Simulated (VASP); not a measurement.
Set up this calculation in VASP 6.6.1, as the native input.

| Quantity | Value |
| --- | --- |
| Task | single point |
| Functional | PBE |
| Potentials or basis | VASP PAW PBE potentials, release 64 (Ge_d) |
| Cutoff | 520 eV |
| k mesh | 3 × 3 × 4 |
| Occupations | gaussian, width 0.1 eV |
| Spin | no spin polarisation |
| Dipole correction | no |
| Further INCAR settings | ALGO = Normal; EDIFF = 1e-06; NBANDS = 73 |

The structure of Ge lies in POSCAR:

```
Ge
1.0
    7.2726087600      0.0000000000      0.0000000000
   -3.6363043800      6.2982639400      0.0000000000
    0.0000000000      0.0000000000      4.4082381500
Ge
9
Direct
    0.2461255800      0.9896976400      0.8527552900
    0.0103023600      0.2564279400      0.5194219600
    0.7435720600      0.7538744200      0.1860886200
    0.0103023600      0.7538744200      0.4805780400
    0.7435720600      0.9896976400      0.8139113800
    0.2461255800      0.2564279400      0.1472447100
    0.2520749900      0.7479250100      0.1666666700
    0.2520749900      0.5041499700      0.8333333300
    0.4958500300      0.7479250100      0.5000000000
```

The cell was generated, and may not be a known phase.

One way to write it, as run:

INCAR

```
PREC = Accurate
ENCUT = 520
EDIFF = 1E-6
ISMEAR = 0
SIGMA = 0.1
LREAL = False
LASPH = True
NELM = 60
ALGO = Normal
ISIF = 2
LWAVE = False
LCHARG = False
GGA = PE
NBANDS = 73
```

KPOINTS

```
Automatic mesh
0
Gamma
  3 3 4
```

Potentials or basis: VASP PAW PBE potentials, release 64 (Ge_d).

Run with:

```bash
$ cat potpaw_PBE.64/Ge_d/POTCAR > POTCAR
$ mpirun -np 1 vasp_std > vasp.out
```

Results of the run:

```yaml
Pressure: 18.2 GPa
Largest_force: 1.941 eV/Å
Band_gap_on_the_k_mesh: zero (bands 63 and 64 overlap by 0.24 eV)
```

Caveat: the cell stands under pressure; semilocal functionals underestimate gaps, and a narrow one can read as zero; forces of over 1 eV/Å act on the atoms, so gaps and moduli don't describe the material at rest.

Run time: 2.2 min on 1 thread of AMD EPYC 9R45 96-Core Processor (Zen 5), on a shared host, peak memory 0.31 GiB.
